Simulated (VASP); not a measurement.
Here is a VASP 6.6.1 calculation.

Contents of INCAR:

```
SYSTEM = SiC
ALGO = Normal
EDIFF = 1E-6
ENCUT = 520
GGA = PE
ISIF = 2
ISMEAR = 0
LASPH = .True.
LCHARG = .False.
LREAL = .False.
LWAVE = .False.
NBANDS = 11
NELM = 100
PREC = Accurate
SIGMA = 0.5
```

The input KPOINTS:

```
k-points
0
Gamma
  8 8 8
  0 0 0
```

The input POSCAR:

```
SiC
1.0
    0.0000000000      2.1780523476      2.1780523476
    2.1780523476      0.0000000000      2.1780523476
    2.1780523476      2.1780523476      0.0000000000
Si C
1 1
Direct
    0.0000000000      0.0000000000      0.0000000000
    0.2500000000      0.2500000000      0.2500000000
```

Potentials or basis: VASP PAW PBE potentials, release 64 (Si, C).

The run is started by

```console
$ cat potpaw_PBE.64/Si/POTCAR potpaw_PBE.64/C/POTCAR > POTCAR
$ mpirun -np 1 vasp_std > vasp.out
```

**Question.** Predict the pressure.

**Answer.** 3.5 GPa.

**Question.** What does it give for the band gap on the k mesh?

**Answer.** 1.36 eV, indirect (least direct gap 4.54 eV).

A k mesh can miss the band edges. As with any semilocal functional, this PBE gap is likely too small.
